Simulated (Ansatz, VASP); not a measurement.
## ZnS in VASP and in Ansatz

```
Zn S
1.0
     0.00000    2.69451    2.69451
     2.69451    0.00000    2.69451
     2.69451    2.69451    0.00000
Zn S
1 1
Direct
  0.98294 0.01706 0.98294
  0.78479 0.71521 0.78479
```

Change from the starting cell: mode 4 (273.2 1/cm) frozen in, largest displacement +0.188 Å.

Alike in both runs: task single point; functional r2SCAN; k mesh 8 × 8 × 8; occupations gaussian, width 0.05 eV; no spin polarisation.

|  | VASP | Ansatz |
| --- | --- | --- |
| version | VASP 6.6.1 | Ansatz 0.2.0 |
| potentials or method | VASP PAW PBE potentials, release 64 (Zn, S), cutoff 520 eV | scalar-relativistic, plane waves, PAW |
| valence electrons in the cell | 18 | 18 |

```tsv
	VASP	Ansatz	Ansatz less VASP
gap on the k mesh at the Fermi level (eV)	2.66	2.65	-0.012
least direct gap on the mesh (eV)	2.66	2.65	-0.012
pressure (GPa)	2.8	2.7	-0.14
traceless stress, the component that is largest in VASP (GPa)	6.95	6.86	-0.083
rms of the force components (eV/Å)	0.919	0.908	-0.0114
```

VASP's potentials were made for PBE, not for r2SCAN. Atom by atom the forces differ by 0.011 eV/Å (rms over components).
